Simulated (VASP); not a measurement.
# MgI2 (P-3m1) in VASP: notebook

Runs on MgI2. Level: PBE. Tasks: single point.

Program: VASP 6.6.1. These are calculated values, not measurements. Logs are shortened: lines on timing, memory, paths and dates and some standing lists are left out, and cuts for length are marked.

## 1. The cell of the first run

Symmetry: P-3m1, No. 164, trigonal system. The conventional cell has a = 4.157 Å, b = 4.157 Å, c = 6.873 Å, α = 90.00°, β = 90.00°, γ = 120.00°. Within 3.8 Å of Mg (site symmetry -3m) lie 6 I at 2.92 Å. Within 3.8 Å of I (site symmetry 3m) lie 3 Mg at 2.92 Å.

## 2. Single point, PBE

The input, INCAR:

```
SYSTEM = MgI2
PREC = Accurate
ENCUT = 520
EDIFF = 1E-7
ISMEAR = 0
SIGMA = 0.01
LREAL = .False.
LASPH = .True.
NELM = 80
ALGO = Normal
ISIF = 2
LWAVE = .False.
LCHARG = .False.
GGA = PE
NBANDS = 15
```

The input, KPOINTS:

```
regular mesh
0
Gamma
  6 6 2
  0 0 0
```

The input, POSCAR:

```
MgI2
1.0
    4.1572130451      0.0000000000      0.0000000000
   -2.0786065226      3.6002521060      0.0000000000
    0.0000000000      0.0000000000      6.8733252542
Mg I
1 2
Direct
    0.0000000000      0.0000000000      0.0000000000
    0.3333333333      0.6666666667      0.2426220951
    0.6666666667      0.3333333333      0.7573779049
```

Potentials or basis: VASP PAW PBE potentials, release 64 (Mg, I).

Started as:

```bash
cat potpaw_PBE.64/Mg/POTCAR potpaw_PBE.64/I/POTCAR > POTCAR
mpirun -np 1 vasp_std > vasp.out
```

OUTCAR:

```text
SYSTEM = MgI2
   PREC = Accurate
   ENCUT = 520
   EDIFF = 1E-7
   ISMEAR = 0
   LREAL = .False.
   LASPH = .True.
   NELM = 80
   ISIF = 2
   GGA = PE

 ion  position               nearest neighbor table
   1  0.000  0.000  0.000-   2 2.92   3 2.92   3 2.92   2 2.92   3 2.92   2 2.92
   2  0.333  0.667  0.243-   1 2.92   1 2.92   1 2.92
   3  0.667  0.333  0.757-   1 2.92   1 2.92   1 2.92

  LATTYP: Found a hexagonal cell.
 ALAT       =     4.1572130451
 C/A-ratio  =     1.6533492943

  Lattice vectors:

 A1 = (   4.1572130451,   0.0000000000,   0.0000000000)
 A2 = (  -2.0786065226,   3.6002521060,   0.0000000000)
 A3 = (   0.0000000000,   0.0000000000,   6.8733252542)

Analysis of symmetry for initial positions (statically):
=====================================================================
 Subroutine PRICEL returns:
 Original cell was already a primitive cell.

 Routine SETGRP: Setting up the symmetry group for a
 hexagonal supercell.

 Subroutine GETGRP returns: Found 12 space group operations
 (whereof 12 operations were pure point group operations)
 out of a pool of 24 trial point group operations.

The static configuration has the point symmetry D_3d.

Analysis of symmetry for dynamics (positions and initial velocities):
=====================================================================
 Subroutine PRICEL returns:
 Original cell was already a primitive cell.

 Routine SETGRP: Setting up the symmetry group for a
 hexagonal supercell.

 Subroutine GETGRP returns: Found 12 space group operations
 (whereof 12 operations were pure point group operations)
 out of a pool of 24 trial point group operations.

The dynamic configuration has the point symmetry D_3d.

 Subroutine INISYM returns: Found 12 space group operations
 (whereof 12 operations are pure point group operations),
 and found     1 'primitive' translations

----------------------------------------------------------------------------------------

                                     Primitive cell

  volume of cell :     102.8732

  direct lattice vectors                    reciprocal lattice vectors
     4.157213045  0.000000000  0.000000000     0.240545767  0.138879163  0.000000000
    -2.078606523  3.600252106  0.000000000     0.000000000  0.277758327  0.000000000
     0.000000000  0.000000000  6.873325254     0.000000000  0.000000000  0.145489987

  length of vectors
     4.157213045  4.157213045  6.873325254     0.277758327  0.277758327  0.145489987

  position of ions in fractional coordinates (direct lattice)
     0.000000000  0.000000000  0.000000000
     0.333333333  0.666666667  0.242622095
     0.666666667  0.333333333  0.757377905

  ion indices of the primitive-cell ions
   primitive index   ion index
                 1           1
                 2           2
                 3           3

----------------------------------------------------------------------------------------

 KPOINTS: regular mesh

Automatic generation of k-mesh.
 Grid dimensions read from file:
 generate k-points for:    6    6    2

 Generating k-lattice:

  Cartesian coordinates                     Fractional coordinates (reciprocal lattice)
     0.040090961  0.023146527  0.000000000     0.166666667  0.000000000  0.000000000
     0.000000000  0.046293054  0.000000000     0.000000000  0.166666667  0.000000000
     0.000000000  0.000000000  0.072744993     0.000000000  0.000000000  0.500000000

  Length of vectors
     0.046293054  0.046293054  0.072744993

  Shift w.r.t. Gamma in fractional coordinates (k-lattice)
     0.000000000  0.000000000  0.000000000

 Subroutine IBZKPT returns following result:
 ===========================================

 Found     14 irreducible k-points:

 Following reciprocal coordinates:
            Coordinates               Weight
  0.000000  0.000000  0.000000      1.000000
  0.166667  0.000000  0.000000      6.000000
  0.333333  0.000000  0.000000      6.000000
  0.500000  0.000000  0.000000      3.000000
  0.166667  0.166667  0.000000      6.000000
  0.333333  0.166667  0.000000     12.000000
  0.333333  0.333333  0.000000      2.000000
  0.000000  0.000000  0.500000      1.000000
  0.166667  0.000000  0.500000      6.000000
  0.333333  0.000000  0.500000      6.000000
  0.500000  0.000000  0.500000      3.000000
  0.166667  0.166667  0.500000      6.000000
  0.333333  0.166667  0.500000     12.000000
  0.333333  0.333333  0.500000      2.000000
   k-points           NKPTS =     14   k-points in BZ     NKDIM =     14   number of bands    NBANDS=     15
   number of dos      NEDOS =    301   number of ions     NIONS =      3
   total plane-waves  NPLWV =  55296
   dimension x,y,z NGX =    32 NGY =   32 NGZ =   54
   dimension x,y,z NGXF=    64 NGYF=   64 NGZF=  108
   ions per type =               1   2
   NGX,Y,Z   is equivalent  to a cutoff of  12.80, 12.80, 13.06 a.u.
   NGXF,Y,Z  is equivalent  to a cutoff of  25.59, 25.59, 26.12 a.u.
 SYSTEM =  MgI2
   PREC   = accura    normal or accurate (medium, high low for compatibility)
   ISTART =      0    job   : 0-new  1-cont  2-samecut
   ICHARG =      2    charge: 1-file 2-atom 10-const
   ISPIN  =      1    spin polarized calculation?
   LNONCOLLINEAR =      F non collinear calculations
   LSORBIT =      F    spin-orbit coupling
   LASPH  =      T    aspherical Exc in radial PAW
   ENCUT  =  520.0 eV  38.22 Ry    6.18 a.u.   7.73  7.73 12.78*2*pi/ulx,y,z
   NELM   =     80;   NELMIN=  2; NELMDL= -5     # of ELM steps
   EDIFF  = 0.1E-06   stopping-criterion for ELM
   LREAL  =      F    real-space projection
   EDIFFG = 0.1E-05   stopping-criterion for IOM
   NSW    =      0    number of steps for IOM
   IBRION =     -1    ionic relax: 0-MD 1-quasi-New 2-CG
   NFREE  =      0    steps in history (QN), initial steepest desc. (CG)
   ISIF   =      2    stress and relaxation
   ISYM   =      2    0-nonsym 1-usesym 2-fastsym
   POTIM  = 0.5000    time-step for ionic-motion
   TEBEG  =    0.0;   TEEND  =   0.0 temperature during run
   PSTRESS=    0.0 pullay stress
   NELECT =      16.0000    total number of electrons
   NUPDOWN=      -1.0000    fix difference up-down
   EMIN   =  10.00;   EMAX   =-10.00  energy-range for DOS
   EFERMI =   0.00;   METHOD = LEGACY
   ISMEAR =     0;   SIGMA  =   0.01  broadening in eV -4-tet -1-fermi 0-gaus
   EFERMI_NEDOS =   21; number of points for ismear=-14 and -15
   IALGO  =     38    algorithm
   IMIX   =      4    mixing-type and parameters
     AMIX     =   0.40;   BMIX     =  1.00
     AMIX_MAG =   1.60;   BMIX_MAG =  1.00
  volume/ion in A,a.u.               =      34.29       231.41
  Fermi-wavevector in a.u.,A,eV,Ry     =   0.880402  1.663718 10.545969  0.775107
  Thomas-Fermi vector in A             =   2.000757
   LORBIT       =      0    0 simple, 1 ext, 2 COOP (PROOUT), +10 PAW based schemes
   GGA     = PE    functional components
   LHFCALC =     F    Hartree Fock is set to
   AEXX    =    0.0000 exact exchange contribution
   IVDW    =     0    specifies the selected vdW correction
   LEPSILON=     F    determine dielectric tensor
   LRPA    =     F    only Hartree local field effects (RPA)
 non-spin polarized calculation
 Gauss-broadening in eV      SIGMA  =   0.01
  energy-cutoff  :      520.00
  volume of cell :      102.87
 maximum number of plane-waves:      2814
 NGX is ok and might be reduce to    32
   NGX = 15   NGY = 15   NGZ = 25

 number of electron      16.0000001 magnetization

 Free energy of the ion-electron system (eV)
  ---------------------------------------------------
  ext. energy  EPLUGINS =         0.00000000
  ---------------------------------------------------
  free energy    TOTEN  =        -7.69798682 eV

  energy without entropy =       -7.69798682  energy(sigma->0) =       -7.69798682

 E-fermi :   2.3447     XC(G=0):  -8.2007

 val. band max:        2.2915409119   @ k =   0.0000   0.0000   0.0000
 cond. band min:       5.8129413347   @ k =   0.5000   0.0000   0.5000
 fundamental gap:      3.5214004228
 Fermi energy:         2.3447052892

 k-point     1 :       0.0000    0.0000    0.0000
  band No.  band energies     occupation
      1      -9.7826      2.00000
      2      -9.0753      2.00000
      3      -1.2438      2.00000
      4       1.8276      2.00000
      5       1.8276      2.00000
      6       2.2072      2.00000
      7       2.2072      2.00000
      8       2.2915      2.00000
      9       5.9668      0.00000
     10       7.0492      0.00000
     11       8.9675      0.00000
     12       8.9675      0.00000
     13       9.7606      0.00000
     14      10.4283      0.00000
     15      10.4283      0.00000

 k-point     2 :       0.1667    0.0000    0.0000
  band No.  band energies     occupation
      1      -9.6422      2.00000
      2      -9.0045      2.00000
      3      -1.0511      2.00000
      4       0.8439      2.00000
      5       1.3580      2.00000
      6       1.5188      2.00000
      7       2.1526      2.00000
      8       2.1914      2.00000
      9       6.8352      0.00000
     10       7.6779      0.00000
     11       8.4753      0.00000
     12       9.3296      0.00000
     13       9.4799      0.00000
     14      10.2809      0.00000
     15      10.8172      0.00000
[... 185 lines left out ...]
      3      -1.1400      2.00000
      4      -0.6682      2.00000
      5       0.3476      2.00000
      6       0.7420      2.00000
      7       1.5789      2.00000
      8       1.7079      2.00000
      9       6.5575      0.00000
     10       7.8754      0.00000
     11       8.5362      0.00000
     12       9.1678      0.00000
     13       9.3860      0.00000
     14      10.5658      0.00000
     15      11.4872      0.00000

 k-point    14 :       0.3333    0.3333    0.5000
  band No.  band energies     occupation
      1      -8.9023      2.00000
      2      -8.9023      2.00000
      3      -0.8788      2.00000
      4      -0.4752      2.00000
      5      -0.4752      2.00000
      6       0.0779      2.00000
      7       1.7408      2.00000
      8       1.7408      2.00000
      9       7.0786      0.00000
     10       8.0522      0.00000
     11       8.0522      0.00000
     12       9.6260      0.00000
     13      10.5875      0.00000
     14      10.8562      0.00000
     15      11.0860      0.00000

------------------------ aborting loop because EDIFF is reached ----------------------------------------

  FORCE on cell =-STRESS in cart. coord.  units (eV):
  Direction    XX          YY          ZZ          XY          YZ          ZX
  --------------------------------------------------------------------------------------
  -------------------------------------------------------------------------------------
  Total        0.6453865      0.6453865      0.7802932     -0.0000000      0.0000000      0.0000000
  in kB       10.0514422     10.0514422     12.1525196     -0.0000000      0.0000000      0.0000000
  external PRESSURE =      10.7518013 kB  Pullay stress =       0.0000000 kB

 VOLUME and BASIS-vectors are now :
 -----------------------------------------------------------------------------
  energy-cutoff  :      520.00
  volume of cell :      102.87
      direct lattice vectors                 reciprocal lattice vectors
     4.157213045  0.000000000  0.000000000     0.240545767  0.138879163  0.000000000
    -2.078606523  3.600252106  0.000000000     0.000000000  0.277758327  0.000000000
     0.000000000  0.000000000  6.873325254     0.000000000  0.000000000  0.145489987

 POSITION                                       TOTAL-FORCE (eV/Angst)
 -----------------------------------------------------------------------------------
      0.00000      0.00000      0.00000         0.000000      0.000000      0.000000
     -0.00000      2.40017      1.66762        -0.000000      0.000000      0.000917
      2.07861      1.20008      5.20570         0.000000      0.000000     -0.000917
 -----------------------------------------------------------------------------------
    total drift:                                0.000000     -0.000000      0.000000

  FREE ENERGIE OF THE ION-ELECTRON SYSTEM (eV)
  ---------------------------------------------------
  free  energy   TOTEN  =        -7.6979868238 eV

  energy  without entropy=       -7.6979868238  energy(sigma->0) =       -7.69798682
```

Run time: 25 s. Hardware: 1 thread of AMD EPYC 7R43 (Zen 3), shared host; peak memory 0.19 GiB.

Results:

```yaml
Free_energy: -7.6980 eV
Pressure: 1.1 GPa
Band_gap_on_the_k_mesh: 3.52 eV (least direct gap 3.68 eV)
```

Caveat: the k points lie up to 0.46 Å⁻¹ apart; spin-orbit coupling is left out, which moves the levels of the heavy elements; this functional lacks dispersion, which binds the layers, so the pressure and a relaxed spacing across them are unreliable. A k mesh can miss the band edges.

## 3. Single point, PBE

The input, INCAR:

```
  ALGO = Normal
  EDIFF = 1E-6
  ENCUT = 520
  GGA = PE
  ISIF = 2
  ISMEAR = -1
  LASPH = T
  LCHARG = F
  LREAL = F
  LWAVE = F
  NBANDS = 15
  NELM = 60
  PREC = Accurate
  SIGMA = 0.02
```

The input, KPOINTS:

```
k-points
0
Gamma
  12 12 4
```

POSCAR is that of step 2.

Potentials or basis: VASP PAW PBE potentials, release 64 (Mg, I).

Started as:

```bash
cat potpaw_PBE.64/Mg/POTCAR potpaw_PBE.64/I/POTCAR > POTCAR
mpirun -np 1 vasp_std > vasp.out
```

Wall time 68 s (1 thread of AMD EPYC 7R43 (Zen 3), shared host); peak memory 0.25 GiB.

The run converged. Its results:

| Item | Value |
| --- | --- |
| Free energy | -7.6992 eV |
| Pressure | 1.1 GPa |
| Band gap on the k mesh | 3.51 eV (least direct gap 3.68 eV) |

Stress tensor (GPa, compression positive):
```
0.99 0.00 0.00
0.00 0.99 0.00
0.00 0.00 1.22
```

Levels at points of the mesh, in eV from the valence-band top:
```csv
k point,band 5,band 6,band 7,band 8,band 9,band 10,band 11,band 12
"(0.00, 0.00, 0.00)",-0.46,-0.08,-0.08,0.00,3.68,4.76,6.68,6.68
"(0.50, 0.00, 0.00)",-1.87,-1.39,-0.91,-0.46,3.62,5.31,5.51,6.93
"(0.00, 0.00, 0.50)",-0.36,-0.36,-0.19,-0.19,4.63,4.84,6.49,6.49
"(0.50, 0.00, 0.50)",-1.22,-1.13,-0.80,-0.70,3.52,5.20,5.68,6.06
```

Caveat: spin-orbit coupling is left out, which moves the levels of the heavy elements; this functional lacks dispersion, which binds the layers, so the pressure and a relaxed spacing across them are unreliable.
